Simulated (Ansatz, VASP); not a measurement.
## Two plane-wave programs on Ga3Se

```
CELL_PARAMETERS angstrom
4.39971 0.00000 0.00000
0.00000 4.39971 0.00000
0.00000 0.00000 4.39971
ATOMIC_POSITIONS crystal
Ga 0.00000 0.50000 0.50000
Ga 0.50000 0.00000 0.50000
Ga 0.50000 0.50000 0.00000
Se 0.00000 0.00000 0.00000
```

Alike in both runs: task single point; functional r2SCAN; k mesh 10 × 10 × 10; occupations gaussian, width 0.1 eV; no spin polarisation.

```csv
,VASP,Ansatz
version,VASP 6.6.1,Ansatz 0.2.0
potentials or method,"VASP PAW PBE potentials, release 64 (Ga_d, Se), cutoff 520 eV","scalar-relativistic, plane waves, PAW"
valence electrons in the cell,45,55
```

```tsv
	VASP	Ansatz	Ansatz less VASP
gap on the k mesh at the Fermi level (eV)	none	none	-
pressure (GPa)	-1.0	-1.0	-0.04
```

VASP's potentials were made for PBE, not for r2SCAN. A gap of «none» marks a metal or a gap that the smearing closes. VASP's potentials hold 45 valence electrons a cell and Ansatz's 55, so a difference there can come from the potentials and not from the codes.
